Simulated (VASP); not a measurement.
# Ta (Pm-3n) in VASP: single point with r2SCAN

Aim: the single point of Ta with r2SCAN.

All numbers are computed with VASP 6.6.1; they aren't measurements. Logs are shortened: lines on timing, memory, paths and dates and some standing lists are left out, and cuts for length are marked.

**1. The cell of the first run**

Symmetry: Pm-3n, No. 223, cubic system. Conventional cell: a = 5.312 Å, b = 5.312 Å, c = 5.312 Å, α = 90.00°, β = 90.00°, γ = 90.00°. Ta (site symmetry m-3) has 12 Ta at 2.97 Å within 3.9 Å. Within 3.5 Å of Ta (site symmetry -4m2) lie 14 Ta at 2.66 to 3.25 Å.

**2. Single point, r2SCAN**

POSCAR

```
Ta
1.0
    5.3121625516      0.0000000000      0.0000000000
    0.0000000000      5.3121625516      0.0000000000
    0.0000000000      0.0000000000      5.3121625516
Ta
8
Direct
    0.5000000000      0.5000000000      0.5000000000
    0.0000000000      0.0000000000      0.0000000000
    0.2500000000      0.0000000000      0.5000000000
    0.5000000000      0.2500000000      0.0000000000
    0.5000000000      0.7500000000      0.0000000000
    0.7500000000      0.0000000000      0.5000000000
    0.0000000000      0.5000000000      0.7500000000
    0.0000000000      0.5000000000      0.2500000000
```

INCAR.step1

```
SYSTEM = Ta
  PREC = Accurate
  ENCUT = 520
  ISMEAR = 0
  SIGMA = 0.1
  LREAL = .False.
  LASPH = .True.
  NELM = 60
  NBANDS = 54
  GGA = PE
  ALGO = Normal
  EDIFF = 1E-4
  LWAVE = .True.
  LCHARG = .False.
```

INCAR.step2

```
SYSTEM = Ta
  PREC = Accurate
  ENCUT = 520
  EDIFF = 1E-6
  ISMEAR = 0
  SIGMA = 0.1
  LREAL = .False.
  LASPH = .True.
  NELM = 60
  ALGO = Normal
  ISIF = 2
  LWAVE = .False.
  LCHARG = .False.
  METAGGA = R2SCAN
  LMIXTAU = .True.
  NBANDS = 54
  ISTART = 1
```

KPOINTS

```
Automatic mesh
0
Gamma
  4 4 4
  0 0 0
```

Potentials or basis: VASP PAW PBE potentials, release 64 (Ta_pv).

Launch:

```console
> cat potpaw_PBE.64/Ta_pv/POTCAR > POTCAR
> cp INCAR.step1 INCAR
> mpirun -np 1 vasp_std > vasp.out
> cp INCAR.step2 INCAR
> mpirun -np 1 vasp_std > vasp.out
```

OUTCAR:

```text
SYSTEM = Ta
   PREC = Accurate
   ENCUT = 520
   EDIFF = 1E-6
   ISMEAR = 0
   LREAL = .False.
   LASPH = .True.
   NELM = 60
   ISIF = 2
   METAGGA = R2SCAN
   ISTART = 1

 ion  position               nearest neighbor table
   1  0.500  0.500  0.500-   3 2.97   4 2.97   5 2.97   6 2.97   7 2.97   8 2.97   4 2.97   5 2.97
                             3 2.97   6 2.97   7 2.97   8 2.97
   2  0.000  0.000  0.000-   3 2.97   4 2.97   5 2.97   6 2.97   7 2.97   8 2.97   3 2.97   6 2.97
                             7 2.97   8 2.97   4 2.97   5 2.97
   3  0.250  0.000  0.500-   6 2.66   6 2.66   1 2.97   2 2.97   1 2.97   2 2.97   8 3.25   7 3.25
                             8 3.25   7 3.25   4 3.25   5 3.25   4 3.25   5 3.25
   4  0.500  0.250  0.000-   5 2.66   5 2.66   1 2.97   1 2.97   2 2.97   2 2.97   8 3.25   7 3.25
                             7 3.25   8 3.25   6 3.25   3 3.25   3 3.25   6 3.25
   5  0.500  0.750  0.000-   4 2.66   4 2.66   1 2.97   1 2.97   2 2.97   2 2.97   8 3.25   7 3.25
                             7 3.25   8 3.25   6 3.25   3 3.25   3 3.25   6 3.25
   6  0.750  0.000  0.500-   3 2.66   3 2.66   1 2.97   2 2.97   1 2.97   2 2.97   8 3.25   7 3.25
                             8 3.25   7 3.25   5 3.25   4 3.25   4 3.25   5 3.25
   7  0.000  0.500  0.750-   8 2.66   8 2.66   1 2.97   2 2.97   2 2.97   1 2.97   3 3.25   4 3.25
                             5 3.25   3 3.25   6 3.25   6 3.25   4 3.25   5 3.25
   8  0.000  0.500  0.250-   7 2.66   7 2.66   1 2.97   2 2.97   2 2.97   1 2.97   3 3.25   4 3.25
                             5 3.25   3 3.25   6 3.25   6 3.25   4 3.25   5 3.25

  LATTYP: Found a simple cubic cell.
 ALAT       =     5.3121625516

  Lattice vectors:

 A1 = (   5.3121625516,   0.0000000000,   0.0000000000)
 A2 = (   0.0000000000,   5.3121625516,   0.0000000000)
 A3 = (   0.0000000000,   0.0000000000,   5.3121625516)

Analysis of symmetry for initial positions (statically):
=====================================================================
 Subroutine PRICEL returns:
 Original cell was already a primitive cell.

 Routine SETGRP: Setting up the symmetry group for a
 simple cubic supercell.

 Subroutine GETGRP returns: Found 48 space group operations
 (whereof 24 operations were pure point group operations)
 out of a pool of 48 trial point group operations.

The static configuration has the point symmetry T_h .
 The point group associated with its full space group is O_h .

Analysis of symmetry for dynamics (positions and initial velocities):
=====================================================================
 Subroutine PRICEL returns:
 Original cell was already a primitive cell.

 Routine SETGRP: Setting up the symmetry group for a
 simple cubic supercell.

 Subroutine GETGRP returns: Found 48 space group operations
 (whereof 24 operations were pure point group operations)
 out of a pool of 48 trial point group operations.

The dynamic configuration has the point symmetry T_h .
 The point group associated with its full space group is O_h .

 Subroutine INISYM returns: Found 48 space group operations
 (whereof 24 operations are pure point group operations),
 and found     1 'primitive' translations

----------------------------------------------------------------------------------------

                                     Primitive cell

  volume of cell :     149.9043

  direct lattice vectors                    reciprocal lattice vectors
     5.312162552  0.000000000  0.000000000     0.188247252  0.000000000  0.000000000
     0.000000000  5.312162552  0.000000000     0.000000000  0.188247252  0.000000000
     0.000000000  0.000000000  5.312162552     0.000000000  0.000000000  0.188247252

  length of vectors
     5.312162552  5.312162552  5.312162552     0.188247252  0.188247252  0.188247252

  position of ions in fractional coordinates (direct lattice)
     0.500000000  0.500000000  0.500000000
     0.000000000  0.000000000  0.000000000
     0.250000000  0.000000000  0.500000000
     0.500000000  0.250000000  0.000000000
     0.500000000  0.750000000  0.000000000
     0.750000000  0.000000000  0.500000000
     0.000000000  0.500000000  0.750000000
     0.000000000  0.500000000  0.250000000

  ion indices of the primitive-cell ions
   primitive index   ion index
                 1           1
                 2           2
                 3           3
                 4           4
                 5           5
                 6           6
                 7           7
                 8           8

----------------------------------------------------------------------------------------

 KPOINTS: Automatic mesh

Automatic generation of k-mesh.
 Grid dimensions read from file:
 generate k-points for:    4    4    4

 Generating k-lattice:

  Cartesian coordinates                     Fractional coordinates (reciprocal lattice)
     0.047061813  0.000000000  0.000000000     0.250000000  0.000000000  0.000000000
     0.000000000  0.047061813  0.000000000     0.000000000  0.250000000  0.000000000
     0.000000000  0.000000000  0.047061813     0.000000000  0.000000000  0.250000000

  Length of vectors
     0.047061813  0.047061813  0.047061813

  Shift w.r.t. Gamma in fractional coordinates (k-lattice)
     0.000000000  0.000000000  0.000000000

 Subroutine IBZKPT returns following result:
 ===========================================

 Found     10 irreducible k-points:

 Following reciprocal coordinates:
            Coordinates               Weight
  0.000000  0.000000  0.000000      1.000000
  0.250000  0.000000  0.000000      6.000000
  0.500000  0.000000  0.000000      3.000000
  0.250000  0.250000  0.000000     12.000000
  0.500000  0.250000  0.000000     12.000000
  0.500000  0.500000  0.000000      3.000000
  0.250000  0.250000  0.250000      8.000000
  0.500000  0.250000  0.250000     12.000000
  0.500000  0.500000  0.250000      6.000000
  0.500000  0.500000  0.500000      1.000000
   k-points           NKPTS =     10   k-points in BZ     NKDIM =     10   number of bands    NBANDS=     54
   number of dos      NEDOS =    301   number of ions     NIONS =      8
   total plane-waves  NPLWV =  64000
   dimension x,y,z NGX =    40 NGY =   40 NGZ =   40
   dimension x,y,z NGXF=    80 NGYF=   80 NGZF=   80
   ions per type =               8
   NGX,Y,Z   is equivalent  to a cutoff of  12.52, 12.52, 12.52 a.u.
   NGXF,Y,Z  is equivalent  to a cutoff of  25.04, 25.04, 25.04 a.u.
 SYSTEM =  Ta
   PREC   = accura    normal or accurate (medium, high low for compatibility)
   ISTART =      1    job   : 0-new  1-cont  2-samecut
   ICHARG =      0    charge: 1-file 2-atom 10-const
   ISPIN  =      1    spin polarized calculation?
   LNONCOLLINEAR =      F non collinear calculations
   LSORBIT =      F    spin-orbit coupling
   LASPH  =      T    aspherical Exc in radial PAW
   ENCUT  =  520.0 eV  38.22 Ry    6.18 a.u.   9.88  9.88  9.88*2*pi/ulx,y,z
   NELM   =     60;   NELMIN=  2; NELMDL=  0     # of ELM steps
   EDIFF  = 0.1E-05   stopping-criterion for ELM
   LREAL  =      F    real-space projection
   EDIFFG = 0.1E-04   stopping-criterion for IOM
   NSW    =      0    number of steps for IOM
   IBRION =     -1    ionic relax: 0-MD 1-quasi-New 2-CG
   NFREE  =      0    steps in history (QN), initial steepest desc. (CG)
   ISIF   =      2    stress and relaxation
   ISYM   =      2    0-nonsym 1-usesym 2-fastsym
   POTIM  = 0.5000    time-step for ionic-motion
   TEBEG  =    0.0;   TEEND  =   0.0 temperature during run
   PSTRESS=    0.0 pullay stress
   NELECT =      88.0000    total number of electrons
   NUPDOWN=      -1.0000    fix difference up-down
   EMIN   =  10.00;   EMAX   =-10.00  energy-range for DOS
   EFERMI =   0.00;   METHOD = LEGACY
   ISMEAR =     0;   SIGMA  =   0.10  broadening in eV -4-tet -1-fermi 0-gaus
   EFERMI_NEDOS =   21; number of points for ismear=-14 and -15
   IALGO  =     38    algorithm
   IMIX   =      4    mixing-type and parameters
     AMIX     =   0.40;   BMIX     =  1.00
     AMIX_MAG =   1.60;   BMIX_MAG =  1.00
  volume/ion in A,a.u.               =      18.74       126.45
  Fermi-wavevector in a.u.,A,eV,Ry     =   1.370769  2.590378 25.565462  1.879008
  Thomas-Fermi vector in A             =   2.496526
   LORBIT       =      0    0 simple, 1 ext, 2 COOP (PROOUT), +10 PAW based schemes
   METAGGA = R2SCAN    functional components
   LHFCALC =     F    Hartree Fock is set to
   AEXX    =    0.0000 exact exchange contribution
   IVDW    =     0    specifies the selected vdW correction
   LEPSILON=     F    determine dielectric tensor
   LRPA    =     F    only Hartree local field effects (RPA)
 non-spin polarized calculation
 Gauss-broadening in eV      SIGMA  =   0.10
  energy-cutoff  :      520.00
  volume of cell :      149.90
 maximum number of plane-waves:      4076
 NGX is ok and might be reduce to    40
   NGX = 19   NGY = 19   NGZ = 19

 number of electron      87.9999966 magnetization

 Free energy of the ion-electron system (eV)
  ---------------------------------------------------
  ext. energy  EPLUGINS =         0.00000000
  ---------------------------------------------------
  free energy    TOTEN  =      -388.56013998 eV

  energy without entropy =     -388.54487110  energy(sigma->0) =     -388.55250554

 E-fermi :   5.0376     XC(G=0): -13.5363

 val. band max:        4.9947239478   @ k =   0.5000   0.5000   0.0000
 cond. band min:       5.2229502341   @ k =   0.5000   0.5000   0.2500
 fundamental gap:      0.2282262863
 Fermi energy:         5.0375591549

 k-point     1 :       0.0000    0.0000    0.0000
  band No.  band energies     occupation
      1     -30.7871      2.00000
      2     -30.7871      2.00000
      3     -30.6590      2.00000
      4     -30.3927      2.00000
      5     -30.3927      2.00000
      6     -30.3927      2.00000
[... 46 lines left out ...]
     53       8.3854      0.00000
     54       8.3943      0.00000

 k-point     2 :       0.2500    0.0000    0.0000
  band No.  band energies     occupation
      1     -30.8008      2.00000
      2     -30.7479      2.00000
      3     -30.5237      2.00000
      4     -30.3791      2.00000
      5     -30.3791      2.00000
      6     -30.2737      2.00000
[... 46 lines left out ...]
     53       8.3216      0.00000
     54       8.3921      0.00000

 k-point     3 :       0.5000    0.0000    0.0000
  band No.  band energies     occupation
      1     -30.7900      2.00000
      2     -30.7900      2.00000
      3     -30.3669      2.00000
      4     -30.3669      2.00000
      5     -30.2235      2.00000
      6     -30.2235      2.00000
[... 46 lines left out ...]
     53       7.8584      0.00000
     54       7.8584      0.00000
[... 286 lines left out ...]
 k-point     9 :       0.5000    0.5000    0.2500
  band No.  band energies     occupation
      1     -30.6447      2.00000
      2     -30.2726      2.00000
      3     -30.2726      2.00000
      4     -30.2408      2.00000
      5     -30.1907      2.00000
      6     -30.1498      2.00000
[... 46 lines left out ...]
     53       8.3686      0.00000
     54       8.5727      0.00000

 k-point    10 :       0.5000    0.5000    0.5000
  band No.  band energies     occupation
      1     -30.2522      2.00000
      2     -30.2522      2.00000
      3     -30.2522      2.00000
      4     -30.2522      2.00000
      5     -30.2522      2.00000
      6     -30.2522      2.00000
[... 46 lines left out ...]
     53       8.0626      0.00000
     54       8.0626      0.00000

------------------------ aborting loop because EDIFF is reached ----------------------------------------

  FORCE on cell =-STRESS in cart. coord.  units (eV):
  Direction    XX          YY          ZZ          XY          YZ          ZX
  --------------------------------------------------------------------------------------
  -------------------------------------------------------------------------------------
  Total       -1.5734202     -1.5734202     -1.5734202     -0.0000000      0.0000000     -0.0000000
  in kB      -16.8167176    -16.8167176    -16.8167176     -0.0000000      0.0000000     -0.0000000
  external PRESSURE =     -16.8167176 kB  Pullay stress =       0.0000000 kB

 VOLUME and BASIS-vectors are now :
 -----------------------------------------------------------------------------
  energy-cutoff  :      520.00
  volume of cell :      149.90
      direct lattice vectors                 reciprocal lattice vectors
     5.312162552  0.000000000  0.000000000     0.188247252  0.000000000  0.000000000
     0.000000000  5.312162552  0.000000000     0.000000000  0.188247252  0.000000000
     0.000000000  0.000000000  5.312162552     0.000000000  0.000000000  0.188247252

 POSITION                                       TOTAL-FORCE (eV/Angst)
 -----------------------------------------------------------------------------------
      2.65608      2.65608      2.65608         0.000000     -0.000000      0.000000
      0.00000      0.00000      0.00000         0.000000     -0.000000      0.000000
      1.32804      0.00000      2.65608         0.000000      0.000000     -0.000000
      2.65608      1.32804      0.00000        -0.000000     -0.000000      0.000000
      2.65608      3.98412      0.00000        -0.000000     -0.000000      0.000000
      3.98412      0.00000      2.65608        -0.000000     -0.000000      0.000000
      0.00000      2.65608      3.98412         0.000000     -0.000000     -0.000000
      0.00000      2.65608      1.32804        -0.000000     -0.000000      0.000000
 -----------------------------------------------------------------------------------
    total drift:                               -0.000000     -0.000000      0.000000

  FREE ENERGIE OF THE ION-ELECTRON SYSTEM (eV)
  ---------------------------------------------------
  free  energy   TOTEN  =      -388.5601399799 eV

  energy  without entropy=     -388.5448711033  energy(sigma->0) =     -388.55250554
```

Run time: 3.7 min. Hardware: 1 thread of Intel Xeon Platinum 8488C (Sapphire Rapids), shared host; peak memory 0.27 GiB.

Results:

* Free energy: -388.5601 eV
* Pressure: -1.7 GPa
* Band gap on the k mesh: zero (bands 44 and 45 overlap by 0.03 eV)

Levels at points of the mesh, in eV from the Fermi level:
| k point | band 42 | band 43 | band 44 | band 45 | band 46 | band 47 |
| --- | --- | --- | --- | --- | --- | --- |
| (0.00, 0.00, 0.00) | -0.97 | -0.74 | -0.74 | 0.26 | 0.26 | 1.03 |
| (0.50, 0.00, 0.00) | -0.47 | -0.13 | -0.13 | 0.47 | 0.47 | 0.62 |
| (0.50, 0.50, 0.00) | -0.50 | -0.50 | -0.04 | 0.36 | 0.80 | 0.80 |
| (0.50, 0.50, 0.50) | -0.80 | -0.07 | -0.07 | -0.07 | -0.07 | -0.07 |

Caveat: the PAW data sets were made with another functional, which shifts forces and pressure a little; spin-orbit coupling is left out, which moves the levels of the heavy elements.

The gap in the log of VASP goes by the Fermi energy; the results here count the filled bands.